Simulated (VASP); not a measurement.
# Ta4C in VASP: single point with PBEsol

Aim: the single point of Ta4C with PBEsol.

All numbers are computed with VASP 6.6.1; they aren't measurements. Logs are shortened: lines on timing, memory, paths and dates and some standing lists are left out, and cuts for length are marked.

## Step 1: The cell of the first run

The cell holds a slab with vacuum, 5 atoms: a = 2.841 Å, b = 2.841 Å, c = 25.959 Å, α = 90.00°, β = 90.00°, γ = 109.47°.

## Step 2: Single point, PBEsol

The input, INCAR:

```
PREC     = Accurate       # precision mode
ENCUT    = 520            # plane-wave cutoff, eV
EDIFF    = 1E-6           # SCF threshold, eV
ISMEAR   = 0              # smearing method
SIGMA    = 0.1            # smearing width, eV
LREAL    = F              # projectors in reciprocal space
LASPH    = T              # aspherical terms in the spheres
NELM     = 80             # most SCF steps
ALGO     = Normal         # electronic algorithm
ISIF     = 2              # what is computed and relaxed
LWAVE    = F              # write WAVECAR
LCHARG   = F              # write CHGCAR
LDIPOL   = T            
IDIPOL   = 3            
DIPOL    = 0.5 0.5 0.499
GGA      = PS             # functional
NBANDS   = 32             # bands
```

The input, KPOINTS:

```
Automatic mesh
0
Gamma
  11 11 1
```

The input, POSCAR:

```
Ta4C
1.0
    2.8410132457      0.0000000000      0.0000000000
   -0.9470044152      2.6785329753      0.0000000000
    0.0000000000      0.0000000000     25.9590328043
Ta C
4 1
Direct
    0.5000000000      0.5000000000      0.3274390099
    0.0000000000      0.0000000000      0.4167981790
    0.5000000000      0.5000000000      0.5043406263
    0.0000000000      0.0000000000      0.5976215326
    0.5000000000      1.0000000000      0.6495282234
```

Potentials or basis: VASP PAW PBE potentials, release 64 (Ta_pv, C).

Launch:

```
$ cat potpaw_PBE.64/Ta_pv/POTCAR potpaw_PBE.64/C/POTCAR > POTCAR
$ mpirun -np 1 vasp_std > vasp.out
```

OUTCAR:

```text
PREC = Accurate
   ENCUT = 520
   EDIFF = 1E-6
   ISMEAR = 0
   LREAL = F
   LASPH = T
   NELM = 80
   ISIF = 2
   GGA = PS

 ion  position               nearest neighbor table
   1  0.500  0.500  0.327-   2 2.84   2 2.84   2 3.28   2 3.28
   2  0.000  0.000  0.417-   3 2.80   3 2.80   1 2.84   1 2.84   3 3.25   3 3.25   1 3.28   1 3.28

   3  0.500  0.500  0.504-   2 2.80   2 2.80   4 2.92   4 2.92   2 3.25   2 3.25   4 3.35   4 3.35

   4  0.000  0.000  0.598-   5 1.96   5 1.96   3 2.92   3 2.92   3 3.35   3 3.35
   5  0.500  0.000  0.650-   4 1.96   4 1.96

  LATTYP: Found a base centered orthorhombic cell.
 ALAT       =     3.2805195244
 B/A-ratio  =     1.4142135624
 C/A-ratio  =     7.9130859035

  Lattice vectors:

 A1 = (   2.8410132457,   0.0000000000,   0.0000000000)
 A2 = (  -0.9470044152,   2.6785329753,   0.0000000000)
 A3 = (   0.0000000000,   0.0000000000,  25.9590328043)

Analysis of symmetry for initial positions (statically):
=====================================================================
 Subroutine PRICEL returns:
 Original cell was already a primitive cell.

 Routine SETGRP: Setting up the symmetry group for a
 base centered orthorhombic supercell.

 Subroutine GETGRP returns: Found  2 space group operations
 (whereof  2 operations were pure point group operations)
 out of a pool of  8 trial point group operations.

The static configuration has the point symmetry C_2 .

Analysis of symmetry for dynamics (positions and initial velocities):
=====================================================================
 Subroutine PRICEL returns:
 Original cell was already a primitive cell.

 Routine SETGRP: Setting up the symmetry group for a
 base centered orthorhombic supercell.

 Subroutine GETGRP returns: Found  2 space group operations
 (whereof  2 operations were pure point group operations)
 out of a pool of  8 trial point group operations.

The dynamic configuration has the point symmetry C_2 .

 Subroutine INISYM returns: Found  2 space group operations
 (whereof  2 operations are pure point group operations),
 and found     1 'primitive' translations

----------------------------------------------------------------------------------------

                                     Primitive cell

  volume of cell :     197.5417

  direct lattice vectors                    reciprocal lattice vectors
     2.841013246  0.000000000  0.000000000     0.351987095  0.124446231  0.000000000
    -0.947004415  2.678532975  0.000000000     0.000000000  0.373338693  0.000000000
     0.000000000  0.000000000 25.959032804     0.000000000  0.000000000  0.038522236

  length of vectors
     2.841013246  2.841013246 25.959032804     0.373338693  0.373338693  0.038522236

  position of ions in fractional coordinates (direct lattice)
     0.500000000  0.500000000  0.327439010
     0.000000000  0.000000000  0.416798179
     0.500000000  0.500000000  0.504340626
     0.000000000  0.000000000  0.597621533
     0.500000000  0.000000000  0.649528223

  ion indices of the primitive-cell ions
   primitive index   ion index
                 1           1
                 2           2
                 3           3
                 4           4
                 5           5

----------------------------------------------------------------------------------------

 KPOINTS: Automatic mesh

Automatic generation of k-mesh.
 Grid dimensions read from file:
 generate k-points for:   11   11    1

 Generating k-lattice:

  Cartesian coordinates                     Fractional coordinates (reciprocal lattice)
     0.031998827  0.011313294  0.000000000     0.090909091  0.000000000  0.000000000
     0.000000000  0.033939881  0.000000000     0.000000000  0.090909091  0.000000000
     0.000000000  0.000000000  0.038522236     0.000000000  0.000000000  1.000000000

  Length of vectors
     0.033939881  0.033939881  0.038522236

  Shift w.r.t. Gamma in fractional coordinates (k-lattice)
     0.000000000  0.000000000  0.000000000

 Subroutine IBZKPT returns following result:
 ===========================================

 Found     61 irreducible k-points:

 Following reciprocal coordinates:
            Coordinates               Weight
  0.000000  0.000000  0.000000      1.000000
  0.090909 -0.000000  0.000000      2.000000
  0.000000  0.090909  0.000000      2.000000
  0.181818 -0.000000  0.000000      2.000000
  0.000000  0.181818  0.000000      2.000000
  0.272727 -0.000000  0.000000      2.000000
[... 16 lines left out ...]
 -0.363636  0.090909  0.000000      2.000000
  0.090909 -0.363636  0.000000      2.000000
 [... further k-points ...]
   k-points           NKPTS =     61   k-points in BZ     NKDIM =     61   number of bands    NBANDS=     32
   number of dos      NEDOS =    301   number of ions     NIONS =      5
   total plane-waves  NPLWV = 112896
   dimension x,y,z NGX =    24 NGY =   24 NGZ =  196
   dimension x,y,z NGXF=    48 NGYF=   48 NGZF=  392
   ions per type =               4   1
   NGX,Y,Z   is equivalent  to a cutoff of  14.04, 14.04, 12.55 a.u.
   NGXF,Y,Z  is equivalent  to a cutoff of  28.09, 28.09, 25.10 a.u.
 SYSTEM =  unknown system
   PREC   = accura    normal or accurate (medium, high low for compatibility)
   ISTART =      0    job   : 0-new  1-cont  2-samecut
   ICHARG =      2    charge: 1-file 2-atom 10-const
   ISPIN  =      1    spin polarized calculation?
   LNONCOLLINEAR =      F non collinear calculations
   LSORBIT =      F    spin-orbit coupling
   LASPH  =      T    aspherical Exc in radial PAW
   ENCUT  =  520.0 eV  38.22 Ry    6.18 a.u.   5.28  5.28 48.27*2*pi/ulx,y,z
   NELM   =     80;   NELMIN=  2; NELMDL= -5     # of ELM steps
   EDIFF  = 0.1E-05   stopping-criterion for ELM
   LREAL  =      F    real-space projection
   EDIFFG = 0.1E-04   stopping-criterion for IOM
   NSW    =      0    number of steps for IOM
   IBRION =     -1    ionic relax: 0-MD 1-quasi-New 2-CG
   NFREE  =      0    steps in history (QN), initial steepest desc. (CG)
   ISIF   =      2    stress and relaxation
   ISYM   =      2    0-nonsym 1-usesym 2-fastsym
   POTIM  = 0.5000    time-step for ionic-motion
   TEBEG  =    0.0;   TEEND  =   0.0 temperature during run
   PSTRESS=    0.0 pullay stress
   NELECT =      48.0000    total number of electrons
   NUPDOWN=      -1.0000    fix difference up-down
   EMIN   =  10.00;   EMAX   =-10.00  energy-range for DOS
   EFERMI =   0.00;   METHOD = LEGACY
   ISMEAR =     0;   SIGMA  =   0.10  broadening in eV -4-tet -1-fermi 0-gaus
   EFERMI_NEDOS =   21; number of points for ismear=-14 and -15
   IALGO  =     38    algorithm
   IMIX   =      4    mixing-type and parameters
     AMIX     =   0.40;   BMIX     =  1.00
     AMIX_MAG =   1.60;   BMIX_MAG =  1.00
  volume/ion in A,a.u.               =      39.51       266.62
  Fermi-wavevector in a.u.,A,eV,Ry     =   1.021572  1.930491 14.199168  1.043609
  Thomas-Fermi vector in A             =   2.155204
   LORBIT       =      0    0 simple, 1 ext, 2 COOP (PROOUT), +10 PAW based schemes
   GGA     = PS    functional components
   LHFCALC =     F    Hartree Fock is set to
   AEXX    =    0.0000 exact exchange contribution
   IVDW    =     0    specifies the selected vdW correction
   LEPSILON=     F    determine dielectric tensor
   LRPA    =     F    only Hartree local field effects (RPA)
 non-spin polarized calculation
 Gauss-broadening in eV      SIGMA  =   0.10
  energy-cutoff  :      520.00
  volume of cell :      197.54
 maximum number of plane-waves:      5364
 NGX is ok and might be reduce to    24
   NGX = 11   NGY = 11   NGZ = 97

 dipolmoment           0.000000      0.000000     -0.019517 electrons x Angstroem

 number of electron      48.0000008 magnetization

 dipolmoment           0.000000      0.000000      0.063808 electrons x Angstroem

 Free energy of the ion-electron system (eV)
  ---------------------------------------------------
  ext. energy  EPLUGINS =         0.00000000
  ---------------------------------------------------
  free energy    TOTEN  =       -55.12449810 eV

  energy without entropy =      -55.09662418  energy(sigma->0) =      -55.11056114

 E-fermi :  -1.2113     XC(G=0):  -5.7599

 val. band max:       -1.2161985713   @ k =  -0.1818   0.0909   0.0000
 cond. band min:      -1.2094595042   @ k =  -0.4545   0.2727   0.0000
 fundamental gap:      0.0067390671
 Fermi energy:        -1.2113405329

 k-point     1 :       0.0000    0.0000    0.0000
  band No.  band energies     occupation
      1     -35.5303      2.00000
      2     -35.1721      2.00000
      3     -34.8225      2.00000
      4     -34.7532      2.00000
      5     -34.5895      2.00000
      6     -34.5278      2.00000
[... 24 lines left out ...]
     31       2.0778      0.00000
     32       2.3205      0.00000

 k-point     2 :       0.0909   -0.0000    0.0000
  band No.  band energies     occupation
      1     -35.5105      2.00000
      2     -35.1681      2.00000
      3     -34.8710      2.00000
      4     -34.7599      2.00000
      5     -34.6265      2.00000
      6     -34.5523      2.00000
[... 24 lines left out ...]
     31       1.9648      0.00000
     32       2.2124      0.00000
[... 733 lines left out ...]
     31       2.3418      0.00000
     32       2.7204      0.00000

 k-point    24 :       0.0909   -0.3636    0.0000
  band No.  band energies     occupation
      1     -35.4772      2.00000
      2     -35.3772      2.00000
      3     -35.1947      2.00000
      4     -35.1200      2.00000
      5     -35.0154      2.00000
      6     -34.8174      2.00000
[... 24 lines left out ...]
     31       2.5643      0.00000
     32       3.1046      0.00000

 [... further k-points ...]

------------------------ aborting loop because EDIFF is reached ----------------------------------------

 vacuum level on the upper side and lower side of the slab       (xc-potential included)         0.733        -0.753

  FORCE on cell =-STRESS in cart. coord.  units (eV):
  Direction    XX          YY          ZZ          XY          YZ          ZX
  --------------------------------------------------------------------------------------
  -------------------------------------------------------------------------------------
  Total        5.0073898     -2.1955491     -0.6464642     -0.9583594      0.0000000      0.0000000
  in kB       40.6128267    -17.8071728     -5.2431985     -7.7728489      0.0000000      0.0000000
  external PRESSURE =       5.8541518 kB  Pullay stress =       0.0000000 kB

 VOLUME and BASIS-vectors are now :
 -----------------------------------------------------------------------------
  energy-cutoff  :      520.00
  volume of cell :      197.54
      direct lattice vectors                 reciprocal lattice vectors
     2.841013246  0.000000000  0.000000000     0.351987095  0.124446231  0.000000000
    -0.947004415  2.678532975  0.000000000     0.000000000  0.373338693  0.000000000
     0.000000000  0.000000000 25.959032804     0.000000000  0.000000000  0.038522236

 POSITION                                       TOTAL-FORCE (eV/Angst)
 -----------------------------------------------------------------------------------
      0.94700      1.33927      8.50000        -0.000000      0.000000      0.400920
      0.00000      0.00000     10.81968         0.000000      0.000000     -0.431586
      0.94700      1.33927     13.09219        -0.000000      0.000000      0.002501
      0.00000      0.00000     15.51368         0.000000      0.000000     -0.098895
      1.42051      0.00000     16.86112         0.000000      0.000000      0.127059
 -----------------------------------------------------------------------------------
    total drift:                               -0.000000     -0.000000      0.000455

  FREE ENERGIE OF THE ION-ELECTRON SYSTEM (eV)
  ---------------------------------------------------
  free  energy   TOTEN  =       -55.1244980975 eV

  energy  without entropy=      -55.0966241786  energy(sigma->0) =      -55.11056114

 vacuum level on the upper side and lower side of the slab         5.226         3.709
```

Wall time 16 min (1 thread of AMD EPYC 7R13 (Zen 3), shared host); peak memory 0.49 GiB.

Results:

- Free energy: -55.1245 eV
- Largest force: 0.432 eV/Å
- Band gap on the k mesh: zero (band 24 reaches -0.41 eV, above the bottom of band 25 at -1.78 eV)

Forces on the atoms (eV/Å):
```
Ta   0.000  0.000  0.401
Ta   0.000  0.000 -0.432
Ta   0.000  0.000  0.003
Ta   0.000  0.000 -0.099
C    0.000  0.000  0.127
```

Caveat: the PAW data sets were made with another functional, which shifts forces and pressure a little; spin-orbit coupling is left out, which moves the levels of the heavy elements.
